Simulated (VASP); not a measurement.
Wanted: the native input for a VASP 6.6.1 run.

```yaml
Task: single point
Functional: PBE
Potentials_or_basis: VASP PAW PBE potentials, release 64 (C)
Cutoff: 520 eV
k_mesh: 15 × 15 × 5
Occupations: fermi-dirac, width 0.05 eV
Spin: no spin polarisation
Dipole_correction: no
Further_INCAR_settings: ALGO = Normal; EDIFF = 1e-06; NBANDS = 16
```

The structure of C lies in POSCAR:

```
C
1.0
    2.4700000000      0.0000000000      0.0000000000
   -1.2350000000      2.1390827473      0.0000000000
    0.0000000000      0.0000000000      6.7900000000
C
4
Direct
    0.0000000000      0.0000000000      0.0024974403
    0.0000000000      0.0000000000      0.5024974403
    0.3333333333      0.6666666667      0.0025025597
    0.6666666667      0.3333333333      0.5025025597
```

One way to write it, as run:

INCAR

```
SYSTEM = C
PREC = Accurate ; ENCUT = 520
EDIFF = 1E-6 ; ISMEAR = -1
SIGMA = 0.05 ; LREAL = .FALSE.
LASPH = .TRUE. ; NELM = 80
ALGO = Normal ; ISIF = 2
LWAVE = .FALSE. ; LCHARG = .FALSE.
GGA = PE ; NBANDS = 16
```

KPOINTS

```
regular mesh
0
G
  15 15 5
  0 0 0
```

Potentials or basis: VASP PAW PBE potentials, release 64 (C).

Run with:

```sh
$ cat potpaw_PBE.64/C/POTCAR > POTCAR
$ mpirun -np 1 vasp_std > vasp.out
```

Results of the run:

The pressure is 0.1 GPa. The band gap on the k mesh is zero (bands 8 and 9 overlap by 0.03 eV).

Caveat: this functional lacks dispersion, which binds the layers, so the pressure and a relaxed spacing across them are unreliable.

Run time: 23 s on 1 thread of AMD EPYC 7R13 Processor (Zen 3), with other jobs on the host, peak memory 0.12 GiB.
